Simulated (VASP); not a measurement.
Wanted: the native input for a VASP 6.6.1 run.

* Task: single point
* Functional: PBE
* Potentials or basis: VASP PAW PBE potentials, release 64 (Mo_sv, S)
* Cutoff: 520 eV
* k mesh: 8 × 8 × 8
* Occupations: fermi-dirac, width 0.1 eV
* Spin: no spin polarisation
* Dipole correction: no
* Further INCAR settings: ALGO = Normal; EDIFF = 1e-06; NBANDS = 20

The structure of MoS2 lies in POSCAR:

```
MoS2
1.0
    1.5855000000      0.9153888500      6.1149966700
   -1.5855000000      0.9153888500      6.1149966700
    0.0000000000     -1.8307777000      6.1149966700
Mo S
1 2
Direct
    0.0000000000      0.0000000000      0.0000000000
    0.7499999996      0.7499999996      0.7499999996
    0.2499999999      0.2499999999      0.2499999999
```

These files were run (other wordings do the same):

INCAR

```
PREC = Accurate
ENCUT = 520
EDIFF = 1E-6
ISMEAR = -1
SIGMA = 0.1
LREAL = F
LASPH = T
NELM = 100
ALGO = Normal
ISIF = 2
LWAVE = F
LCHARG = F
GGA = PE
NBANDS = 20
```

KPOINTS

```
regular mesh
0
Gamma
  8 8 8
```

Potentials or basis: VASP PAW PBE potentials, release 64 (Mo_sv, S).

Launch:

```sh
$ cat potpaw_PBE.64/Mo_sv/POTCAR potpaw_PBE.64/S/POTCAR > POTCAR
$ mpirun -np 1 vasp_std > vasp.out
```

It gave:

| Property | Result |
| --- | --- |
| Pressure | 8.0 GPa |
| Largest force | 0.978 eV/Å |
| Band gap on the k mesh | zero (band 13 reaches 7.83 eV, above the bottom of band 14 at 7.42 eV) |

Run time: 110 s on 1 thread of Intel(R) Xeon(R) 6975P-C (Granite Rapids) (shared host), peak memory 0.33 GiB.
